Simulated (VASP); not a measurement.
Here is a VASP 6.6.1 calculation.

Contents of INCAR:

```
  PREC = Accurate
  ENCUT = 520
  EDIFF = 1E-8
  ISMEAR = -1
  SIGMA = 0.03
  LREAL = False
  LASPH = True
  NELM = 80
  ALGO = Normal
  ISIF = 2
  LWAVE = False
  LCHARG = False
  GGA = CA
  LEFG = True
  NBANDS = 16
```

KPOINTS

```
Automatic mesh
0
Gamma
  8 8 8
```

POSCAR

```
CdSe
1.0
   -0.0307027120      3.0549198426      3.0549198426
    3.0549198426     -0.0307027120      3.0549198426
    3.0549198426      3.0549198426     -0.0307027120
Cd Se
1 1
Direct
    0.0000000000      0.0000000000      0.0000000000
    0.2500000000      0.2500000000      0.2500000000
```

Potentials or basis: VASP PAW LDA potentials, release 64 (Cd, Se).

Launch:

```sh
$ cat potpaw_LDA.64/Cd/POTCAR potpaw_LDA.64/Se/POTCAR > POTCAR
$ mpirun -np 1 vasp_std > vasp.out
```

(1) Estimate the band gap on the k mesh.

(2) Predict the largest force.

(3) What does it give for the pressure?

## Answers

(1) 0.29 eV, direct.

(2) 0.089 eV/Å.

(3) -2.9 GPa.

Caveat: the cell differs from its parent crystal (equal xy, yz and zx shear strains of -1 %); without QUAD_EFG the Cq values of the log hold for a quadrupole moment of 1 mb, not for the nuclei.
